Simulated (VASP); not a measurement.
Input of a VASP 6.6.1 run:

Contents of INCAR:

```
PREC     = Accurate       # precision mode
ENCUT    = 600            # plane-wave cutoff, eV
EDIFF    = 1E-6           # SCF threshold, eV
ISMEAR   = 0              # smearing method
SIGMA    = 0.02           # smearing width, eV
LREAL    = False          # projectors in reciprocal space
LASPH    = True           # aspherical terms in the spheres
NELM     = 100            # most SCF steps
ALGO     = Normal         # electronic algorithm
ISIF     = 3              # what is computed and relaxed
LWAVE    = False          # write WAVECAR
LCHARG   = False          # write CHGCAR
GGA      = PE             # functional
IBRION   = 2              # ionic algorithm
NSW      = 100            # ionic steps
EDIFFG   = -0.01          # ionic threshold
```

File KPOINTS:

```
regular mesh
0
Gamma
  4 4 4
```

Contents of POSCAR:

```
Mg3ZnTe4
1.0
    6.4290019000      0.0000000000      0.0000000000
    0.0000000000      6.4290019000      0.0000000000
    0.0000000000      0.0000000000      6.4290019000
Mg Zn Te
3 1 4
Direct
    0.5000000000      0.0000000000      0.0000000000
    0.0000000000      0.0000000000      0.5000000000
    0.0000000000      0.5000000000      0.0000000000
    0.5000000000      0.5000000000      0.5000000000
    0.2572670000      0.7427330000      0.2572670000
    0.2572670000      0.2572670000      0.7427330000
    0.7427330000      0.7427330000      0.7427330000
    0.7427330000      0.2572670000      0.2572670000
```

Potentials or basis: VASP PAW PBE potentials, release 64 (Mg, Zn, Te).

The run is started by

```console
$ cat potpaw_PBE.64/Mg/POTCAR potpaw_PBE.64/Zn/POTCAR potpaw_PBE.64/Te/POTCAR > POTCAR
$ mpirun -np 1 vasp_std > vasp.out
```

Q: What does it give for the band gap on the k mesh?

A: 1.80 eV, direct.

Final structure:
```xyz
8
Lattice="6.4290 0.0000 0.0000 0.0000 6.4290 0.0000 0.0000 0.0000 6.4290" Properties=species:S:1:pos:R:3 pbc="T T T"
Mg    3.2145    0.0000    0.0000
Mg    0.0000    0.0000    3.2145
Mg    0.0000    3.2145    0.0000
Zn    3.2145    3.2145    3.2145
Te    1.6540    4.7750    1.6540
Te    1.6540    1.6540    4.7750
Te    4.7750    4.7750    4.7750
Te    4.7750    1.6540    1.6540
```

Caveat: the relaxation stopped at its first step, so nothing moved; spin-orbit coupling is left out, which moves the levels of the heavy elements. A k mesh can miss the band edges.
